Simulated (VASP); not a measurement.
A run of VASP 6.6.1 is set up as follows.

INCAR

```
SYSTEM = ZnHOF
PREC = Accurate ; ENCUT = 520
EDIFF = 1E-6 ; ISMEAR = -1
SIGMA = 0.02 ; LREAL = Auto
LASPH = .TRUE. ; NELM = 100
ALGO = Normal ; ISIF = 2
LWAVE = .FALSE. ; LCHARG = .FALSE.
GGA = PE ; NBANDS = 66
```

Contents of KPOINTS:

```
regular mesh
0
G
  2 7 5
  0 0 0
```

Contents of POSCAR:

```
ZnHOF
1.0
   10.2280000000      0.0000000000      0.0000000000
    0.0000000000      3.1125000000      0.0000000000
    0.0000000000      0.0000000000      4.7165000000
Zn H O F
4 4 4 4
Direct
    0.1282436425      0.7500000000      0.5248567663
    0.3717563575      0.2500000000      0.0248567663
    0.6282436425      0.7500000000      0.9751432337
    0.8717563575      0.2500000000      0.4751432337
    0.9140842281      0.7500000000      0.9036416793
    0.5859157719      0.2500000000      0.4036416793
    0.4140842281      0.7500000000      0.5963583207
    0.0859157719      0.2500000000      0.0963583207
    0.4418175347      0.7500000000      0.7952387320
    0.0581824653      0.2500000000      0.2952387320
    0.9418175347      0.7500000000      0.7047612680
    0.5581824653      0.2500000000      0.2047612680
    0.1935595854      0.2500000000      0.8019524828
    0.3064404146      0.7500000000      0.3019524828
    0.6935595854      0.2500000000      0.6980475172
    0.8064404146      0.7500000000      0.1980475172
```

Potentials or basis: VASP PAW PBE potentials, release 64 (Zn, H, O, F).

The run is started by

```sh
$ cat potpaw_PBE.64/Zn/POTCAR potpaw_PBE.64/H/POTCAR potpaw_PBE.64/O/POTCAR potpaw_PBE.64/F/POTCAR > POTCAR
$ mpirun -np 1 vasp_std > vasp.out
```

(1) Estimate the pressure.

(2) Estimate the band gap on the k mesh.

(3) Estimate the largest force.

Results:

(1) 5.3 GPa.

(2) 2.68 eV, direct.

(3) 0.082 eV/Å.
